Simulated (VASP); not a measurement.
# AlN (P6_3mc) in VASP: further runs

The runs below take AlN through relaxation of cell and atoms, with LDA.

Program: VASP 6.6.1. These are calculated values, not measurements. Logs are shortened: lines on timing, memory, paths and dates and some standing lists are left out, and cuts for length are marked.

### 1 The cell of the first run

It takes space group P6_3mc (No. 186, hexagonal). The conventional cell has a = 3.089 Å, b = 3.089 Å, c = 4.943 Å, α = 90.00°, β = 90.00°, γ = 120.00°. Within 2.5 Å of Al (site symmetry 3m) lie 4 N at 1.88 to 1.89 Å. N (site symmetry 3m) has 4 Al at 1.88 to 1.89 Å within 2.5 Å.

### 2 Relaxation of cell and atoms, LDA, target pressure 7 GPa, at which the enthalpy is minimised

INCAR

```
SYSTEM = AlN
ALGO     = Normal         ! electronic algorithm
EDIFF    = 1E-6           ! SCF threshold, eV
EDIFFG   = -0.002         ! ionic threshold
ENCUT    = 600            ! plane-wave cutoff, eV
GGA      = CA             ! functional
IBRION   = 2              ! ionic algorithm
ISIF     = 3              ! what is computed and relaxed
ISMEAR   = 0              ! smearing method
LASPH    = .TRUE.         ! aspherical terms in the spheres
LCHARG   = .FALSE.        ! write CHGCAR
LREAL    = .FALSE.        ! projectors in reciprocal space
LWAVE    = .FALSE.        ! write WAVECAR
NELM     = 100            ! most SCF steps
NSW      = 100            ! ionic steps
PREC     = Accurate       ! precision mode
PSTRESS  = 70.0         
SIGMA    = 0.01           ! smearing width, eV
```

KPOINTS

```
k-points
0
G
  8 8 4
  0 0 0
```

POSCAR

```
AlN
1.0
    3.0887635703      0.0000000000      0.0000000000
   -1.5443817851      2.6749477181      0.0000000000
    0.0000000000      0.0000000000      4.9432640587
Al N
2 2
Direct
    0.3333333333      0.6666666667     -0.0009922734
    0.6666666667      0.3333333333      0.4990077266
    0.3333333333      0.6666666667      0.3809922734
    0.6666666667      0.3333333333      0.8809922734
```

Potentials or basis: VASP PAW LDA potentials, release 64 (Al, N).

Launch:

```console
$ cat potpaw_LDA.64/Al/POTCAR potpaw_LDA.64/N/POTCAR > POTCAR
$ mpirun -np 1 vasp_std > vasp.out
```

OUTCAR:

```text
SYSTEM = AlN
   EDIFF = 1E-6
   EDIFFG = -0.002
   ENCUT = 600
   GGA = CA
   IBRION = 2
   ISIF = 3
   ISMEAR = 0
   LASPH = .TRUE.
   LREAL = .FALSE.
   NELM = 100
   NSW = 100
   PREC = Accurate
   PSTRESS = 70.0

 ion  position               nearest neighbor table
   1  0.333  0.667  0.999-   4 1.88   4 1.88   4 1.88   3 1.89   2 3.05   2 3.05   2 3.05   2 3.05
                             2 3.05   2 3.05
   2  0.667  0.333  0.499-   3 1.88   3 1.88   3 1.88   4 1.89   1 3.05   1 3.05   1 3.05   1 3.05
                             1 3.05   1 3.05
   3  0.333  0.667  0.381-   2 1.88   2 1.88   2 1.88   1 1.89
   4  0.667  0.333  0.881-   1 1.88   1 1.88   1 1.88   2 1.89

  LATTYP: Found a hexagonal cell.
 ALAT       =     3.0887635703
 C/A-ratio  =     1.6004022147

  Lattice vectors:

 A1 = (   3.0887635703,   0.0000000000,   0.0000000000)
 A2 = (  -1.5443817851,   2.6749477181,   0.0000000000)
 A3 = (   0.0000000000,   0.0000000000,   4.9432640587)

Analysis of symmetry for initial positions (statically):
=====================================================================
 Subroutine PRICEL returns:
 Original cell was already a primitive cell.

 Routine SETGRP: Setting up the symmetry group for a
 hexagonal supercell.

 Subroutine GETGRP returns: Found 12 space group operations
 (whereof  6 operations were pure point group operations)
 out of a pool of 24 trial point group operations.

The static configuration has the point symmetry C_3v.
 The point group associated with its full space group is C_6v.

Analysis of symmetry for dynamics (positions and initial velocities):
=====================================================================
 Subroutine PRICEL returns:
 Original cell was already a primitive cell.

 Routine SETGRP: Setting up the symmetry group for a
 hexagonal supercell.

 Subroutine GETGRP returns: Found 12 space group operations
 (whereof  6 operations were pure point group operations)
 out of a pool of 24 trial point group operations.

The dynamic configuration has the point symmetry C_3v.
 The point group associated with its full space group is C_6v.

 Subroutine INISYM returns: Found 12 space group operations
 (whereof  6 operations are pure point group operations),
 and found     1 'primitive' translations

----------------------------------------------------------------------------------------

                                     Primitive cell

  volume of cell :      40.8426

[... 112 lines left out ...]
     AMIX_MAG =   1.60;   BMIX_MAG =  1.00
  volume/ion in A,a.u.               =      10.21        68.90
  Fermi-wavevector in a.u.,A,eV,Ry     =   1.197872  2.263649 19.522947  1.434896
  Thomas-Fermi vector in A             =   2.333775
   LORBIT       =      0    0 simple, 1 ext, 2 COOP (PROOUT), +10 PAW based schemes
   GGA     = CA    functional components
   LHFCALC =     F    Hartree Fock is set to
   AEXX    =    0.0000 exact exchange contribution
   IVDW    =     0    specifies the selected vdW correction
   LEPSILON=     F    determine dielectric tensor
   LRPA    =     F    only Hartree local field effects (RPA)
 conjugate gradient relaxation of ions
 non-spin polarized calculation
 Gauss-broadening in eV      SIGMA  =   0.01
  energy-cutoff  :      600.00
  volume of cell :       40.84
 maximum number of plane-waves:      1387
 NGX is ok and might be reduce to    28
   NGX = 13   NGY = 13   NGZ = 19

--------------------------------------- Ionic step        1  -------------------------------------------

 number of electron      15.9999999 magnetization

 Free energy of the ion-electron system (eV)
  ---------------------------------------------------
  ext. energy  EPLUGINS =         0.00000000
  ---------------------------------------------------
  free energy    TOTEN  =       -32.84224202 eV

  energy without entropy =      -32.84224202  energy(sigma->0) =      -32.84224202

------------------------ aborting loop because EDIFF is reached ----------------------------------------

  FORCE on cell =-STRESS in cart. coord.  units (eV):
  Direction    XX          YY          ZZ          XY          YZ          ZX
  --------------------------------------------------------------------------------------
  -------------------------------------------------------------------------------------
  Total        0.1319273      0.1319273      0.1261046      0.0000000     -0.0000000      0.0000000
  in kB        5.1752505      5.1752505      4.9468404      0.0000000     -0.0000000      0.0000000
  external PRESSURE =     -64.9008862 kB  Pullay stress =      70.0000000 kB
[... 267 lines left out ...]
--------------------------------------- Ionic step        8  -------------------------------------------

 number of electron      15.9999999 magnetization

 Free energy of the ion-electron system (eV)
  ---------------------------------------------------
  ext. energy  EPLUGINS =         0.00000000
  ---------------------------------------------------
  free energy    TOTEN  =       -32.81564220 eV

  energy without entropy =      -32.81564220  energy(sigma->0) =      -32.81564220

 E-fermi :   6.5246     XC(G=0): -11.4694

 val. band max:        6.4186686744   @ k =   0.0000   0.0000   0.0000
 cond. band min:      11.0849712563   @ k =   0.0000   0.0000   0.0000
 fundamental gap:      4.6663025820
 Fermi energy:         6.5246140443

 k-point     1 :       0.0000    0.0000    0.0000
  band No.  band energies     occupation
      1      -8.9530      2.00000
      2      -6.5552      2.00000
      3       0.1218      2.00000
      4       5.4821      2.00000
      5       5.4821      2.00000
      6       6.1566      2.00000
      7       6.1566      2.00000
      8       6.4187      2.00000
      9      11.0850      0.00000
     10      13.3628      0.00000
     11      17.3105      0.00000
     12      17.6809      0.00000
[... 331 lines left out ...]
 k-point    24 :       0.3750   -0.0000    0.5000
  band No.  band energies     occupation
      1      -6.6664      2.00000
      2      -6.6664      2.00000
      3       1.0938      2.00000
      4       1.0938      2.00000
      5       4.8491      2.00000
      6       4.8491      2.00000
      7       4.9778      2.00000
      8       4.9778      2.00000
      9      12.1343      0.00000
     10      12.1343      0.00000
     11      16.0346      0.00000
     12      16.0346      0.00000

 [... further k-points ...]

------------------------ aborting loop because EDIFF is reached ----------------------------------------

  FORCE on cell =-STRESS in cart. coord.  units (eV):
  Direction    XX          YY          ZZ          XY          YZ          ZX
  --------------------------------------------------------------------------------------
  -------------------------------------------------------------------------------------
  Total        1.7307227      1.7307227      1.7292496      0.0000000      0.0000000      0.0000000
  in kB       69.8679955     69.8679955     69.8085278      0.0000000      0.0000000      0.0000000
  external PRESSURE =      -0.1518270 kB  Pullay stress =      70.0000000 kB
[... 23 lines left out ...]
  energy  without entropy=      -32.8156421984  energy(sigma->0) =      -32.81564220

  enthalpy is  TOTEN    =       -31.0816496186 eV   P V=        1.7339925798

 reached required accuracy - stopping structural energy minimisation
```

OSZICAR:

```text
N       E                     dE             d eps       ncg     rms          rms(c)
DAV:   1     0.536744090497E+02    0.53674E+02   -0.83143E+03   720   0.134E+03
DAV:   2    -0.339104103033E+02   -0.87585E+02   -0.80652E+02  1056   0.223E+02
DAV:   3    -0.379584208933E+02   -0.40480E+01   -0.40279E+01   948   0.523E+01
[... 50 lines left out ...]
       N       E                     dE             d eps       ncg     rms          rms(c)
DAV:   1    -0.328156461020E+02    0.58242E-03   -0.28258E-03   720   0.496E-01    0.154E-02
DAV:   2    -0.328156436594E+02    0.24426E-05   -0.50439E-05   836   0.613E-02    0.778E-03
DAV:   3    -0.328156423327E+02    0.13267E-05   -0.28705E-06   600   0.165E-02    0.275E-03
DAV:   4    -0.328156421984E+02    0.13428E-06   -0.56882E-07   360   0.737E-03
   8 F= -.31081650E+02 E0= -.31081650E+02  d E =-.238158E-04
```

Wall time 61 s (1 thread of Intel Xeon Platinum 8259CL at 2.50GHz (Skylake/Cascade Lake), shared host); peak memory 0.16 GiB.

What came out:

```yaml
Free_energy: -32.8156 eV
Relaxed_volume: 9.92 Å³/atom
Relaxed_cell: a = 3.062 Å, b = 3.062 Å, c = 4.889 Å, α = 90.00°, β = 90.00°, γ = 120.00°
Space_group_after_relaxing_to_0.05_Å: P6_3mc (No. 186)
Energy_change_on_relaxing_the_enthalpy_is_what_falls: +6.6 meV/atom
Ionic_steps: 8
Pressure_after_relaxing: 7.0 GPa
Band_gap_on_the_k_mesh: 4.67 eV, direct
```

Step by step:
```csv
step,energy change (eV),largest force (eV/Å),pressure (GPa),volume (Å³)
1,0.0000,0.0006,0.51,40.84
2,0.1116,0.0287,15.07,38.45
3,0.0262,0.0131,6.96,39.70
4,0.0271,0.0133,7.08,39.68
5,0.0272,0.0156,7.08,39.68
6,0.0273,0.0173,7.08,39.67
7,0.0260,0.0151,6.90,39.70
8,0.0266,0.0003,6.98,39.69
```

Final structure:
```
Al N
1.0
     3.06174    0.00000    0.00000
    -1.53087    2.65155    0.00000
     0.00000    0.00000    4.88868
Al N
2 2
Direct
  0.33333 0.66667 0.99867
  0.66667 0.33333 0.49867
  0.33333 0.66667 0.38133
  0.66667 0.33333 0.88133
```

Caveat: the cell is relaxed towards a set pressure, so the enthalpy falls and the energy may rise.

### 3 Relaxation of cell and atoms, LDA, target pressure 10 GPa, at which the enthalpy is minimised

INCAR

```
PREC     = Accurate       # precision mode
ENCUT    = 600            # plane-wave cutoff, eV
EDIFF    = 1E-6           # SCF threshold, eV
ISMEAR   = 0              # smearing method
SIGMA    = 0.01           # smearing width, eV
LREAL    = F              # projectors in reciprocal space
LASPH    = T              # aspherical terms in the spheres
NELM     = 100            # most SCF steps
ALGO     = Normal         # electronic algorithm
ISIF     = 3              # what is computed and relaxed
LWAVE    = F              # write WAVECAR
LCHARG   = F              # write CHGCAR
GGA      = CA             # functional
IBRION   = 2              # ionic algorithm
NSW      = 100            # ionic steps
EDIFFG   = -0.002         # ionic threshold
PSTRESS  = 100.0
```

KPOINTS

```
Automatic mesh
0
Gamma
  8 8 4
```

POSCAR is that of step 2.

Potentials or basis: VASP PAW LDA potentials, release 64 (Al, N).

Launch:

```console
$ cat potpaw_LDA.64/Al/POTCAR potpaw_LDA.64/N/POTCAR > POTCAR
$ mpirun -np 1 vasp_std > vasp.out
```

Run time: 65 s. Hardware: 1 thread of Intel Xeon Platinum 8259CL at 2.50GHz (Skylake/Cascade Lake), shared host; peak memory 0.16 GiB.

It converged, with:

```yaml
Free_energy: -32.7899 eV
Relaxed_volume: 9.80 Å³/atom
Relaxed_cell: a = 3.050 Å, b = 3.050 Å, c = 4.865 Å, α = 90.00°, β = 90.00°, γ = 120.00°
Space_group_after_relaxing_to_0.05_Å: P6_3mc (No. 186)
Energy_change_on_relaxing_the_enthalpy_is_what_falls: +13.1 meV/atom
Ionic_steps: 9
Pressure_after_relaxing: 10.0 GPa
Band_gap_on_the_k_mesh: 4.77 eV, direct
```

Step by step:
| step | energy change (eV) | largest force (eV/Å) | pressure (GPa) | volume (Å³) |
| --- | --- | --- | --- | --- |
| 1 | 0.0000 | 0.0006 | 0.51 | 40.84 |
| 2 | 0.2392 | 0.0432 | 23.09 | 37.37 |
| 3 | 0.0511 | 0.0187 | 9.89 | 39.23 |
| 4 | 0.0531 | 0.0191 | 10.09 | 39.19 |
| 5 | 0.0531 | 0.0231 | 10.09 | 39.19 |
| 6 | 0.0533 | 0.0263 | 10.09 | 39.19 |
| 7 | 0.0515 | 0.0246 | 9.88 | 39.21 |
| 8 | 0.0523 | 0.0006 | 9.98 | 39.20 |
| 9 | 0.0524 | 0.0003 | 9.98 | 39.20 |

Final structure:
```
Al N
1.0
     3.05029    0.00000    0.00000
    -1.52514    2.64163    0.00000
     0.00000    0.00000    4.86501
Al N
2 2
Direct
  0.33333 0.66667 0.99851
  0.66667 0.33333 0.49851
  0.33333 0.66667 0.38149
  0.66667 0.33333 0.88149
```

Levels at points of the mesh, in eV from the valence-band top:
```tsv
k point	band 6	band 7	band 8	band 9	band 10	band 11
(0.00, 0.00, 0.00)	-0.28	-0.28	0.00	4.77	7.04	10.99
(0.50, 0.00, 0.00)	-2.25	-1.92	-0.75	5.81	5.82	8.60
(0.00, 0.00, 0.50)	-0.63	-0.63	-0.63	6.93	6.93	10.65
(0.50, 0.00, 0.50)	-1.59	-1.45	-1.45	5.38	5.38	9.43
```

Caveat: the cell is relaxed towards a set pressure, so the enthalpy falls and the energy may rise. LDA usually gives volumes a few per cent too small.

### 4 Relaxation of cell and atoms, LDA, target pressure 15 GPa, at which the enthalpy is minimised

INCAR

```
SYSTEM = AlN
PREC     = Accurate       ! precision mode
ENCUT    = 600            ! plane-wave cutoff, eV
EDIFF    = 1E-6           ! SCF threshold, eV
ISMEAR   = 0              ! smearing method
SIGMA    = 0.01           ! smearing width, eV
LREAL    = .FALSE.        ! projectors in reciprocal space
LASPH    = .TRUE.         ! aspherical terms in the spheres
NELM     = 80             ! most SCF steps
ALGO     = Normal         ! electronic algorithm
ISIF     = 3              ! what is computed and relaxed
LWAVE    = .FALSE.        ! write WAVECAR
LCHARG   = .FALSE.        ! write CHGCAR
GGA      = CA             ! functional
IBRION   = 2              ! ionic algorithm
NSW      = 100            ! ionic steps
EDIFFG   = -0.002         ! ionic threshold
PSTRESS  = 150.0
```

KPOINTS

```
Automatic mesh
0
G
  8 8 4
  0 0 0
```

POSCAR is that of step 3.

Launch:

```console
$ cat potpaw_LDA.64/Al/POTCAR potpaw_LDA.64/N/POTCAR > POTCAR
$ mpirun -np 1 vasp_std > vasp.out
```

Wall time 61 s (1 thread of Intel Xeon Platinum 8259CL at 2.50GHz (Skylake/Cascade Lake), shared host); peak memory 0.16 GiB.

It converged, with:

```
Free energy                                            : -32.7312 eV
Relaxed volume                                         : 9.61 Å³/atom
Relaxed cell                                           : a = 3.033 Å, b = 3.033 Å, c = 4.827 Å, α = 90.00°, β = 90.00°, γ = 120.00°
Space group after relaxing (to 0.05 Å)                 : P6_3mc (No. 186)
Energy change on relaxing (the enthalpy is what falls) : +27.8 meV/atom
Ionic steps                                            : 8
Pressure after relaxing                                : 15.0 GPa
Band gap on the k mesh                                 : 4.94 eV, direct
```

The path:
```csv
step,energy change (eV),largest force (eV/Å),pressure (GPa),volume (Å³)
1,0.0000,0.0006,0.51,40.84
2,0.5731,0.0712,38.66,35.62
3,0.1066,0.0278,14.72,38.50
4,0.1108,0.0284,15.02,38.45
5,0.1110,0.0360,15.03,38.45
6,0.1113,0.0428,15.02,38.44
7,0.1110,0.0299,14.97,38.45
8,0.1111,0.0007,14.99,38.45
```

Final structure:
```
Al N
1.0
     3.03253    0.00000    0.00000
    -1.51626    2.62624    0.00000
     0.00000    0.00000    4.82727
Al N
2 2
Direct
  0.33333 0.66667 0.99821
  0.66667 0.33333 0.49821
  0.33333 0.66667 0.38179
  0.66667 0.33333 0.88179
```

Levels at points of the mesh, in eV from the valence-band top:
```
           k point  band 5  band 6  band 7  band 8  band 9  band 10  band 11  band 12
(0.00, 0.00, 0.00)   -1.00   -0.31   -0.31    0.00    4.94     7.18    11.16    11.44
(0.50, 0.00, 0.00)   -3.62   -2.31   -1.96   -0.78    5.85     5.87     8.75    10.69
(0.00, 0.00, 0.50)   -0.66   -0.66   -0.66   -0.66    7.09     7.09    10.81    10.81
(0.50, 0.00, 0.50)   -1.63   -1.63   -1.47   -1.47    5.44     5.44     9.53     9.53
```

Caveat: the cell is relaxed towards a set pressure, so the enthalpy falls and the energy may rise.

### 5 Summary

| cell | gap on the mesh (eV) | pressure (GPa) |
| --- | --- | --- |
| relaxed to 7 GPa | 4.67 | 7.0 |
| relaxed to 10 GPa | 4.77 | 10.0 |
| relaxed to 15 GPa | 4.94 | 15.0 |

Alike in all rows: task relaxation of cell and atoms; level LDA; potentials or basis VASP PAW LDA potentials, release 64 (Al, N); no spin polarisation; k mesh 8 × 8 × 4; cutoff (eV) 600; smearing gaussian 0.01 eV.

Caveats: the cell is relaxed towards a set pressure, so the enthalpy falls and the energy may rise.

Total energies depend on the potentials used, so only differences within one code and one set of settings carry meaning.
